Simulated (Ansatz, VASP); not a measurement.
**CoSn in VASP and in Ansatz**

The input INCAR:

```
SYSTEM = CoSn
ALGO     = Fast           ! electronic algorithm
EDIFF    = 1E-6           ! SCF threshold, eV
ENCUT    = 520            ! plane-wave cutoff, eV
GGA      = PE             ! functional
ISIF     = 2              ! what is computed and relaxed
ISMEAR   = 0              ! smearing method
LASPH    = .True.         ! aspherical terms in the spheres
LCHARG   = .False.        ! write CHGCAR
LREAL    = .False.        ! projectors in reciprocal space
LWAVE    = .False.        ! write WAVECAR
NBANDS   = 44             ! bands
NELM     = 80             ! most SCF steps
PREC     = Accurate       ! precision mode
SIGMA    = 0.15           ! smearing width, eV
```

The input KPOINTS:

```
k-points
0
Gamma
  12 12 12
  0 0 0
```

The input POSCAR:

```
CoSn
1.0
    4.8728582061      0.0000000000      0.0000000000
   -2.4364291030      4.2200189955      0.0000000000
    0.0000000000      0.0000000000      4.2302876780
Co Sn
3 3
Direct
    0.0000000000      0.5000000000      0.0000000000
    0.5000000000      0.5000000000      0.0000000000
    0.5000000000      0.0000000000      0.0000000000
    0.6666666667      0.3333333333      0.5000000000
    0.3333333333      0.6666666667      0.5000000000
    0.0000000000      0.0000000000      0.0000000000
```

Input for Ansatz:

```yaml
crystal:
  lattice:
    - [4.8728582061, 0.0, 0.0]
    - [-2.436429103, 4.2200189955, 0.0]
    - [0.0, 0.0, 4.230287678]
  atoms:
    - { symbol: Co, position: [0.0, 0.5, 0.0] }
    - { symbol: Co, position: [0.5, 0.5, 0.0] }
    - { symbol: Co, position: [0.5, 0.0, 0.0] }
    - { symbol: Sn, position: [0.6666666667, 0.3333333333, 0.5] }
    - { symbol: Sn, position: [0.3333333333, 0.6666666667, 0.5] }
    - { symbol: Sn, position: [0.0, 0.0, 0.0] }
basis:
  ecutwfc: 420
kpoints:
  mp_grid: { grid: [12, 12, 12] }
hamiltonian:
  xc: pbe
scf:
  occupations: { method: gaussian, width: 0.15 }
output:
  forces: true
  stress: true
  eigenvalues: true
```

Change from the starting cell: strain -0.080 along x and y, +0.000 along z, atoms carried along.

Alike in both runs: task single point; functional PBE; k mesh 12 × 12 × 12; occupations gaussian, width 0.15 eV; no spin polarisation.

|  | VASP | Ansatz |
| --- | --- | --- |
| version | VASP 6.6.1 | Ansatz 0.2.0 |
| potentials or method | VASP PAW PBE potentials, release 64 (Co, Sn_d), cutoff 520 eV | scalar-relativistic, plane waves, PAW |
| valence electrons in the cell | 69 | 93 |

```tsv
	VASP	Ansatz	Ansatz less VASP
gap on the k mesh at the Fermi level (eV)	none	none	-
pressure (GPa)	33.3	33.5	+0.18
traceless stress, the component that is largest in VASP (GPa)	-17.49	-17.53	-0.036
```

A gap of «none» marks a metal or a gap that the smearing closes. Both programs put the cell under a high pressure, so it lies far from rest at this level. With one functional, cell and mesh, what is left measures potentials, basis and numerics. VASP's potentials hold 69 valence electrons a cell and Ansatz's 93, so a difference there can come from the potentials and not from the codes.
